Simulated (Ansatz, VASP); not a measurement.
**One calculation of AlCo, two programs**

The input INCAR:

```
SYSTEM = AlCo
  PREC = Accurate
  ENCUT = 520
  EDIFF = 1E-6
  ISMEAR = 0
  SIGMA = 0.15
  LREAL = .False.
  LASPH = .True.
  NELM = 100
  ALGO = Fast
  ISIF = 2
  LWAVE = .False.
  LCHARG = .False.
  GGA = PS
  NBANDS = 13
```

Contents of KPOINTS:

```
Automatic mesh
0
Gamma
  24 24 24
  0 0 0
```

Contents of POSCAR:

```
AlCo
1.0
    2.9797109466      0.0000000000      0.0000000000
    0.0000000000      2.9797109466      0.0000000000
    0.0000000000      0.0000000000      2.5327543046
Al Co
1 1
Direct
    0.0000000000      0.0000000000      0.0000000000
    0.5000000000      0.5000000000      0.5000000000
```

Input for Ansatz:

```yaml
crystal:
  lattice:
    - [2.9797109466, 0.0, 0.0]
    - [0.0, 2.9797109466, 0.0]
    - [0.0, 0.0, 2.5327543046]
  atoms:
    - { symbol: Al, position: [0.0, 0.0, 0.0] }
    - { symbol: Co, position: [0.5, 0.5, 0.5] }
basis:
  ecutwfc: 420
kpoints:
  mp_grid: { grid: [24, 24, 24] }
hamiltonian:
  xc: pbesol
scf:
  occupations: { method: gaussian, width: 0.15 }
output:
  forces: true
  stress: true
  eigenvalues: true
```

Alike in both runs: task single point; functional PBEsol; k mesh 24 × 24 × 24; occupations gaussian, width 0.15 eV; no spin polarisation.

|  | VASP | Ansatz |
| --- | --- | --- |
| version | VASP 6.6.1 | Ansatz 0.2.0 |
| potentials or method | VASP PAW PBE potentials, release 64 (Al, Co), cutoff 520 eV | scalar-relativistic, plane waves, PAW |
| valence electrons in the cell | 12 | 20 |

VASP gave:

- gap on the k mesh at the Fermi level (eV): none
- pressure (GPa): 3.7
- traceless stress, the component that is largest in VASP (GPa): 27.62

Question: Estimate Ansatz's values.

Answer: gap on the k mesh at the Fermi level (eV): none; pressure (GPa): 4.2; traceless stress, the component that is largest in VASP (GPa): 27.63.

VASP's potentials were made for PBE, not for PBEsol. A gap of «none» marks a metal or a gap that the smearing closes. VASP's potentials hold 12 valence electrons a cell and Ansatz's 20, so a difference there can come from the potentials and not from the codes.
